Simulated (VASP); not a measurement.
# InP (Fm-3m) in VASP: a series of runs

InP is run at these levels: LDA, PBEsol; tasks: single point.

All numbers are computed with VASP 6.6.1; they aren't measurements. Logs are shortened: lines on timing, memory, paths and dates and some standing lists are left out, and cuts for length are marked.

## Step 1: The cell of the first run

Symmetry: Fm-3m, No. 225, cubic system. Conventional cell: a = 5.501 Å, b = 5.501 Å, c = 5.501 Å, α = 90.00°, β = 90.00°, γ = 90.00°. Within 3.6 Å of In (site symmetry m-3m) lie 6 P at 2.75 Å. P (site symmetry m-3m) has 6 In at 2.75 Å within 3.6 Å.

## Step 2: Single point, LDA

INCAR reads:

```
SYSTEM = InP
PREC     = Accurate       ! precision mode
ENCUT    = 520            ! plane-wave cutoff, eV
EDIFF    = 1E-7           ! SCF threshold, eV
ISMEAR   = -1             ! smearing method
SIGMA    = 0.05           ! smearing width, eV
LREAL    = .False.        ! projectors in reciprocal space
LASPH    = .True.         ! aspherical terms in the spheres
NELM     = 60             ! most SCF steps
ALGO     = Normal         ! electronic algorithm
ISIF     = 2              ! what is computed and relaxed
LWAVE    = .False.        ! write WAVECAR
LCHARG   = .False.        ! write CHGCAR
NBANDS   = 16             ! bands
```

KPOINTS reads:

```
Automatic mesh
0
Gamma
  8 8 8
  0 0 0
```

POSCAR reads:

```
InP
1.0
    0.0000000000      2.7502506615      2.7502506615
    2.7502506615      0.0000000000      2.7502506615
    2.7502506615      2.7502506615      0.0000000000
In P
1 1
Direct
    0.0000000000      0.0000000000      0.0000000000
    0.5000000000      0.5000000000      0.5000000000
```

Potentials or basis: VASP PAW LDA potentials, release 64 (In_d, P).

Run with:

```
$ cat potpaw_LDA.64/In_d/POTCAR potpaw_LDA.64/P/POTCAR > POTCAR
$ mpirun -np 1 vasp_std > vasp.out
```

OUTCAR:

```text
SYSTEM = InP
   PREC = Accurate
   ENCUT = 520
   EDIFF = 1E-7
   ISMEAR = -1
   LREAL = .False.
   LASPH = .True.
   NELM = 60
   ISIF = 2

 ion  position               nearest neighbor table
   1  0.000  0.000  0.000-   2 2.75   2 2.75   2 2.75   2 2.75   2 2.75   2 2.75
   2  0.500  0.500  0.500-   1 2.75   1 2.75   1 2.75   1 2.75   1 2.75   1 2.75

  LATTYP: Found a face centered cubic cell.
 ALAT       =     5.5005013230

  Lattice vectors:

 A1 = (   0.0000000000,   2.7502506615,   2.7502506615)
 A2 = (   2.7502506615,   0.0000000000,   2.7502506615)
 A3 = (   2.7502506615,   2.7502506615,   0.0000000000)

Analysis of symmetry for initial positions (statically):
=====================================================================
 Subroutine PRICEL returns:
 Original cell was already a primitive cell.

 Routine SETGRP: Setting up the symmetry group for a
 face centered cubic supercell.

 Subroutine GETGRP returns: Found 48 space group operations
 (whereof 48 operations were pure point group operations)
 out of a pool of 48 trial point group operations.

The static configuration has the point symmetry O_h .

Analysis of symmetry for dynamics (positions and initial velocities):
=====================================================================
 Subroutine PRICEL returns:
 Original cell was already a primitive cell.

 Routine SETGRP: Setting up the symmetry group for a
 face centered cubic supercell.

 Subroutine GETGRP returns: Found 48 space group operations
 (whereof 48 operations were pure point group operations)
 out of a pool of 48 trial point group operations.

The dynamic configuration has the point symmetry O_h .

 Subroutine INISYM returns: Found 48 space group operations
 (whereof 48 operations are pure point group operations),
 and found     1 'primitive' translations

----------------------------------------------------------------------------------------

                                     Primitive cell

  volume of cell :      41.6051

  direct lattice vectors                    reciprocal lattice vectors
     0.000000000  2.750250661  2.750250661    -0.181801611  0.181801611  0.181801611
     2.750250661  0.000000000  2.750250661     0.181801611 -0.181801611  0.181801611
     2.750250661  2.750250661  0.000000000     0.181801611  0.181801611 -0.181801611

  length of vectors
     3.889441785  3.889441785  3.889441785     0.314889627  0.314889627  0.314889627

  position of ions in fractional coordinates (direct lattice)
     0.000000000  0.000000000  0.000000000
     0.500000000  0.500000000  0.500000000

  ion indices of the primitive-cell ions
   primitive index   ion index
                 1           1
                 2           2

----------------------------------------------------------------------------------------

 KPOINTS: Automatic mesh

Automatic generation of k-mesh.
 Grid dimensions read from file:
 generate k-points for:    8    8    8

 Generating k-lattice:

  Cartesian coordinates                     Fractional coordinates (reciprocal lattice)
    -0.022725201  0.022725201  0.022725201     0.125000000  0.000000000  0.000000000
     0.022725201 -0.022725201  0.022725201     0.000000000  0.125000000  0.000000000
     0.022725201  0.022725201 -0.022725201     0.000000000  0.000000000  0.125000000

  Length of vectors
     0.039361203  0.039361203  0.039361203

  Shift w.r.t. Gamma in fractional coordinates (k-lattice)
     0.000000000  0.000000000  0.000000000

 Subroutine IBZKPT returns following result:
 ===========================================

 Found     29 irreducible k-points:

 Following reciprocal coordinates:
            Coordinates               Weight
  0.000000  0.000000  0.000000      1.000000
  0.125000  0.000000  0.000000      8.000000
  0.250000  0.000000  0.000000      8.000000
  0.375000  0.000000  0.000000      8.000000
  0.500000  0.000000  0.000000      4.000000
  0.125000  0.125000  0.000000      6.000000
[... 16 lines left out ...]
  0.500000  0.250000  0.125000     48.000000
 -0.375000  0.250000  0.125000     24.000000
 [... further k-points ...]
   k-points           NKPTS =     29   k-points in BZ     NKDIM =     29   number of bands    NBANDS=     16
   number of dos      NEDOS =    301   number of ions     NIONS =      2
   total plane-waves  NPLWV =  27000
   dimension x,y,z NGX =    30 NGY =   30 NGZ =   30
   dimension x,y,z NGXF=    60 NGYF=   60 NGZF=   60
   ions per type =               1   1
   NGX,Y,Z   is equivalent  to a cutoff of  12.82, 12.82, 12.82 a.u.
   NGXF,Y,Z  is equivalent  to a cutoff of  25.65, 25.65, 25.65 a.u.
 SYSTEM =  InP
   PREC   = accura    normal or accurate (medium, high low for compatibility)
   ISTART =      0    job   : 0-new  1-cont  2-samecut
   ICHARG =      2    charge: 1-file 2-atom 10-const
   ISPIN  =      1    spin polarized calculation?
   LNONCOLLINEAR =      F non collinear calculations
   LSORBIT =      F    spin-orbit coupling
   LASPH  =      T    aspherical Exc in radial PAW
   ENCUT  =  520.0 eV  38.22 Ry    6.18 a.u.   7.23  7.23  7.23*2*pi/ulx,y,z
   NELM   =     60;   NELMIN=  2; NELMDL= -5     # of ELM steps
   EDIFF  = 0.1E-06   stopping-criterion for ELM
   LREAL  =      F    real-space projection
   EDIFFG = 0.1E-05   stopping-criterion for IOM
   NSW    =      0    number of steps for IOM
   IBRION =     -1    ionic relax: 0-MD 1-quasi-New 2-CG
   NFREE  =      0    steps in history (QN), initial steepest desc. (CG)
   ISIF   =      2    stress and relaxation
   ISYM   =      2    0-nonsym 1-usesym 2-fastsym
   POTIM  = 0.5000    time-step for ionic-motion
   TEBEG  =    0.0;   TEEND  =   0.0 temperature during run
   PSTRESS=    0.0 pullay stress
   NELECT =      18.0000    total number of electrons
   NUPDOWN=      -1.0000    fix difference up-down
   EMIN   =  10.00;   EMAX   =-10.00  energy-range for DOS
   EFERMI =   0.00;   METHOD = LEGACY
   ISMEAR =    -1;   SIGMA  =   0.05  broadening in eV -4-tet -1-fermi 0-gaus
   EFERMI_NEDOS =   21; number of points for ismear=-14 and -15
   IALGO  =     38    algorithm
   IMIX   =      4    mixing-type and parameters
     AMIX     =   0.40;   BMIX     =  1.00
     AMIX_MAG =   1.60;   BMIX_MAG =  1.00
  volume/ion in A,a.u.               =      20.80       140.38
  Fermi-wavevector in a.u.,A,eV,Ry     =   1.238179  2.339819 20.858914  1.533087
  Thomas-Fermi vector in A             =   2.372715
   LORBIT       =      0    0 simple, 1 ext, 2 COOP (PROOUT), +10 PAW based schemes
   GGA     = CA    functional components
   LHFCALC =     F    Hartree Fock is set to
   AEXX    =    0.0000 exact exchange contribution
   IVDW    =     0    specifies the selected vdW correction
   LEPSILON=     F    determine dielectric tensor
   LRPA    =     F    only Hartree local field effects (RPA)
 non-spin polarized calculation
  energy-cutoff  :      520.00
  volume of cell :       41.61
 maximum number of plane-waves:      1139
 NGX is ok and might be reduce to    30
   NGX = 15   NGY = 15   NGZ = 15

 number of electron      18.0000006 magnetization

 Free energy of the ion-electron system (eV)
  ---------------------------------------------------
  ext. energy  EPLUGINS =         0.00000000
  ---------------------------------------------------
  free energy    TOTEN  =        -9.29327331 eV

  energy without entropy =       -9.27984538  energy(sigma->0) =       -9.28655934

 E-fermi :   7.1803     XC(G=0): -10.7316

 val. band max:        7.1722964499   @ k =   0.3750   0.0000   0.0000
 cond. band min:       7.1862152638   @ k =  -0.3750   0.3750   0.0000
 fundamental gap:      0.0139188139
 Fermi energy:         7.1803098366

 k-point     1 :       0.0000    0.0000    0.0000
  band No.  band energies     occupation
      1      -7.0968      2.00000
      2      -7.0968      2.00000
      3      -7.0716      2.00000
      4      -7.0716      2.00000
      5      -7.0716      2.00000
      6      -5.0552      2.00000
[... 8 lines left out ...]
     15      15.5161      0.00000
     16      15.5161      0.00000

 k-point     2 :       0.1250    0.0000    0.0000
  band No.  band energies     occupation
      1      -7.1049      2.00000
      2      -7.1049      2.00000
      3      -7.0724      2.00000
      4      -7.0603      2.00000
      5      -7.0603      2.00000
      6      -4.8551      2.00000
[... 8 lines left out ...]
     15      14.9255      0.00000
     16      15.4194      0.00000

 k-point     3 :       0.2500    0.0000    0.0000
  band No.  band energies     occupation
      1      -7.1287      2.00000
      2      -7.1287      2.00000
      3      -7.0764      2.00000
      4      -7.0285      2.00000
      5      -7.0285      2.00000
      6      -4.2740      2.00000
[... 8 lines left out ...]
     15      15.8519      0.00000
     16      15.8519      0.00000

 k-point     4 :       0.3750    0.0000    0.0000
  band No.  band energies     occupation
      1      -7.1534      2.00000
      2      -7.1534      2.00000
      3      -7.0827      2.00000
      4      -6.9955      2.00000
      5      -6.9955      2.00000
      6      -3.4289      2.00000
[... 8 lines left out ...]
     15      17.3435      0.00000
     16      17.3435      0.00000

 k-point     5 :       0.5000    0.0000    0.0000
  band No.  band energies     occupation
      1      -7.1636      2.00000
      2      -7.1636      2.00000
      3      -7.0857      2.00000
      4      -6.9817      2.00000
      5      -6.9817      2.00000
      6      -2.8746      2.00000
[... 8 lines left out ...]
     15      18.4411      0.00000
     16      18.4411      0.00000

 k-point     6 :       0.1250    0.1250    0.0000
  band No.  band energies     occupation
      1      -7.1268      2.00000
      2      -7.0892      2.00000
      3      -7.0805      2.00000
      4      -7.0549      2.00000
      5      -7.0549      2.00000
      6      -4.7808      2.00000
[... 8 lines left out ...]
     15      16.7307      0.00000
     16      16.7307      0.00000

 k-point     7 :       0.2500    0.1250    0.0000
  band No.  band energies     occupation
      1      -7.1636      2.00000
      2      -7.0978      2.00000
      3      -7.0837      2.00000
      4      -7.0367      2.00000
      5      -7.0254      2.00000
      6      -4.3083      2.00000
[... 8 lines left out ...]
     15      16.8515      0.00000
     16      16.9847      0.00000

 k-point     8 :       0.3750    0.1250    0.0000
  band No.  band energies     occupation
      1      -7.1932      2.00000
      2      -7.1227      2.00000
      3      -7.0797      2.00000
      4      -7.0173      2.00000
      5      -6.9919      2.00000
      6      -3.5176      2.00000
[... 8 lines left out ...]
     15      17.9159      0.00000
     16      18.0239      0.00000

 k-point     9 :       0.5000    0.1250    0.0000
  band No.  band energies     occupation
      1      -7.2011      2.00000
      2      -7.1450      2.00000
      3      -7.0758      2.00000
      4      -7.0009      2.00000
      5      -6.9786      2.00000
      6      -2.7543      2.00000
[... 8 lines left out ...]
     15      18.6075      0.00000
     16      19.4889      0.00000
[... 172 lines left out ...]
 k-point    19 :       0.5000    0.3750    0.0000
  band No.  band energies     occupation
      1      -7.3976      2.00000
      2      -7.1182      2.00000
      3      -7.0602      2.00000
      4      -6.9638      2.00000
      5      -6.9557      2.00000
      6      -1.9607      2.00000
[... 8 lines left out ...]
     15      19.8847      0.00000
     16      20.6124      0.00000

 k-point    20 :      -0.3750    0.3750    0.0000
  band No.  band energies     occupation
      1      -7.3521      2.00000
      2      -7.0883      2.00000
      3      -7.0878      2.00000
      4      -6.9884      2.00000
      5      -6.9638      2.00000
      6      -1.7826      2.00000
[... 8 lines left out ...]
     15      18.3486      0.00000
     16      21.0283      0.00000

 k-point    21 :       0.5000    0.5000    0.0000
  band No.  band energies     occupation
      1      -7.4372      2.00000
      2      -7.1324      2.00000
      3      -7.0452      2.00000
      4      -6.9477      2.00000
      5      -6.9477      2.00000
      6      -1.7066      2.00000
[... 8 lines left out ...]
     15      19.5507      0.00000
     16      20.6188      0.00000

 k-point    22 :       0.3750    0.2500    0.1250
  band No.  band energies     occupation
      1      -7.2104      2.00000
      2      -7.1032      2.00000
      3      -7.0852      2.00000
      4      -7.0134      2.00000
      5      -7.0089      2.00000
      6      -3.7097      2.00000
[... 8 lines left out ...]
     15      18.3431      0.00000
     16      18.5717      0.00000

 k-point    23 :       0.5000    0.2500    0.1250
  band No.  band energies     occupation
      1      -7.2424      2.00000
      2      -7.1215      2.00000
      3      -7.0711      2.00000
      4      -7.0119      2.00000
      5      -6.9851      2.00000
      6      -2.8686      2.00000
[... 8 lines left out ...]
     15      18.4472      0.00000
     16      19.4848      0.00000

 k-point    24 :      -0.3750    0.2500    0.1250
  band No.  band energies     occupation
      1      -7.2533      2.00000
      2      -7.1309      2.00000
      3      -7.0581      2.00000
      4      -7.0196      2.00000
      5      -6.9739      2.00000
      6      -2.3385      2.00000
[... 8 lines left out ...]
     15      17.2149      0.00000
     16      19.9379      0.00000

 [... further k-points ...]
[... 5 lines left out ...]
  --------------------------------------------------------------------------------------
  -------------------------------------------------------------------------------------
  Total       -0.9635356     -0.9635356     -0.9635356     -0.0000000      0.0000000     -0.0000000
  in kB      -37.1049205    -37.1049205    -37.1049205     -0.0000000      0.0000000     -0.0000000
  external PRESSURE =     -37.1049205 kB  Pullay stress =       0.0000000 kB

 VOLUME and BASIS-vectors are now :
 -----------------------------------------------------------------------------
  energy-cutoff  :      520.00
  volume of cell :       41.61
      direct lattice vectors                 reciprocal lattice vectors
     0.000000000  2.750250661  2.750250661    -0.181801611  0.181801611  0.181801611
     2.750250661  0.000000000  2.750250661     0.181801611 -0.181801611  0.181801611
     2.750250661  2.750250661  0.000000000     0.181801611  0.181801611 -0.181801611

 POSITION                                       TOTAL-FORCE (eV/Angst)
 -----------------------------------------------------------------------------------
      0.00000      0.00000      0.00000         0.000000     -0.000000     -0.000000
      2.75025      2.75025      2.75025        -0.000000      0.000000      0.000000
 -----------------------------------------------------------------------------------
    total drift:                               -0.000000      0.000000      0.000000

  FREE ENERGIE OF THE ION-ELECTRON SYSTEM (eV)
  ---------------------------------------------------
  free  energy   TOTEN  =        -9.2932733056 eV

  energy  without entropy=       -9.2798453823  energy(sigma->0) =       -9.28655934
```

Run time: 26 s. Hardware: 1 thread of Intel Xeon Platinum 8488C (Sapphire Rapids), shared host; peak memory 0.15 GiB.

What came out:

* Free energy: -9.2933 eV
* Pressure: -3.7 GPa
* Band gap on the k mesh: zero (band 9 reaches 7.43 eV, above the bottom of band 10 at 4.70 eV)

Levels at points of the mesh, in eV from the Fermi level:
```csv
k point,band 6,band 7,band 8,band 9,band 10,band 11,band 12,band 13
"(0.00, 0.00, 0.00)",-12.24,-0.36,-0.36,-0.36,0.45,7.05,7.05,7.05
"(0.50, 0.00, 0.00)",-10.05,-6.89,0.11,0.11,2.33,3.23,3.23,5.14
"(0.50, 0.50, 0.00)",-8.89,-5.17,-2.71,-2.48,-2.48,3.71,9.79,9.79
```

Caveat: spin-orbit coupling is left out, which moves the levels of the heavy elements.

## Step 3: Single point, PBEsol

This run uses another cell than the first one, of 20.38 Å³/atom, 0.980 times its volume.

INCAR reads:

```
ALGO = Normal
EDIFF = 1E-6
ENCUT = 520
GGA = PS
ISIF = 2
ISMEAR = -1
LASPH = True
LCHARG = False
LREAL = False
LWAVE = False
NBANDS = 16
NELM = 100
PREC = Accurate
SIGMA = 0.05
```

KPOINTS reads:

```
k-points
0
Gamma
  8 8 8
```

POSCAR reads:

```
InP
1.0
    0.0000000000      2.7314127370      2.7314127370
    2.7314127370      0.0000000000      2.7314127370
    2.7314127370      2.7314127370      0.0000000000
In P
1 1
Direct
    0.0000000000      0.0000000000      0.0000000000
    0.5000000000      0.5000000000      0.5000000000
```

Potentials or basis: VASP PAW PBE potentials, release 64 (In_d, P).

Run with:

```
$ cat potpaw_PBE.64/In_d/POTCAR potpaw_PBE.64/P/POTCAR > POTCAR
$ mpirun -np 1 vasp_std > vasp.out
```

It took 28 s on 1 thread of Intel Xeon Platinum 8488C (Sapphire Rapids), shared host; peak memory 0.17 GiB.

The run converged. Its results:

```
Free energy            : -8.7909 eV
Pressure               : -0.3 GPa
Band gap on the k mesh : zero (band 9 reaches 7.77 eV, above the bottom of band 10 at 4.96 eV)
```

Levels at points of the mesh, in eV from the Fermi level:
```
           k point  band 7  band 8  band 9  band 10  band 11  band 12
(0.00, 0.00, 0.00)   -0.40   -0.40   -0.40     0.70     6.97     6.97
(0.50, 0.00, 0.00)   -7.02    0.08    0.08     2.32     3.23     3.23
(0.50, 0.50, 0.00)   -5.36   -2.63   -2.59    -2.59     3.57    10.06
```

Caveat: the PAW data sets were made with another functional, which shifts forces and pressure a little; spin-orbit coupling is left out, which moves the levels of the heavy elements.
